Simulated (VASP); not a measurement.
Wanted: the native input for a VASP 6.6.1 run.

```yaml
Task: relaxation of cell and atoms
Functional: r2SCAN
Potentials_or_basis: VASP PAW PBE potentials, release 64 (Mg, B)
Cutoff: 600 eV
k_mesh: 15 × 15 × 12
Occupations: fermi-dirac, width 0.15 eV
Spin: no spin polarisation
Dipole_correction: no
Further_INCAR_settings: ALGO = Normal; EDIFF = 1e-06; IBRION = 2; EDIFFG = -0.001; NSW = 80; ISIF = 3
```

The system is MgB2.

```xyz
3
Lattice="3.0658 0.0000 0.0000 -1.5329 2.6551 0.0000 0.0000 0.0000 3.5202" Properties=species:S:1:pos:R:3 pbc="T T T"
Mg    0.0000    0.0000    0.0000
B     0.0000    1.7701    1.7601
B     1.5329    0.8850    1.7601
```

These files were run (other wordings do the same):

POSCAR

```
MgB2
1.0
    3.0658335884      0.0000000000      0.0000000000
   -1.5329167942      2.6550897713      0.0000000000
    0.0000000000      0.0000000000      3.5201620385
Mg B
1 2
Direct
    0.0000000000      0.0000000000      0.0000000000
    0.3333333333      0.6666666667      0.5000000000
    0.6666666667      0.3333333333      0.5000000000
```

INCAR.step1

```
SYSTEM = MgB2
ALGO = Normal
EDIFF = 1E-4
ENCUT = 600
GGA = PE
ISMEAR = -1
LASPH = .TRUE.
LCHARG = .FALSE.
LREAL = .FALSE.
LWAVE = .TRUE.
NELM = 100
PREC = Accurate
SIGMA = 0.15
```

INCAR.step2

```
SYSTEM = MgB2
ALGO = Normal
EDIFF = 1E-6
EDIFFG = -0.001
ENCUT = 600
IBRION = 2
ISIF = 3
ISMEAR = -1
ISTART = 1
LASPH = .TRUE.
LCHARG = .FALSE.
LMIXTAU = .TRUE.
LREAL = .FALSE.
LWAVE = .FALSE.
METAGGA = R2SCAN
NELM = 100
NSW = 80
PREC = Accurate
SIGMA = 0.15
```

KPOINTS

```
k-points
0
G
  15 15 12
  0 0 0
```

Potentials or basis: VASP PAW PBE potentials, release 64 (Mg, B).

Command:

```console
$ cat potpaw_PBE.64/Mg/POTCAR potpaw_PBE.64/B/POTCAR > POTCAR
$ cp INCAR.step1 INCAR
$ mpirun -np 1 vasp_std > vasp.out
$ cp INCAR.step2 INCAR
$ mpirun -np 1 vasp_std > vasp.out
```

Results of the run:

The relaxed volume is 9.52 Å³/atom, the relaxed cell is a = 3.067 Å, b = 3.067 Å, c = 3.505 Å, α = 90.00°, β = 90.00°, γ = 120.00° and the space group after relaxing (to 0.1 Å) is P6/mmm (No. 191). The energy gained by relaxing is 0.2 meV/atom, the ionic steps are 6 and the pressure after relaxing is 0.0 GPa. The band gap on the k mesh is zero (bands 4 and 5 overlap by 4.03 eV).

Caveat: the PAW data sets were made with another functional, which shifts forces and pressure a little.

It took 4 min on 1 thread of AMD EPYC 7R13, with other jobs on the host, peak memory 0.21 GiB.
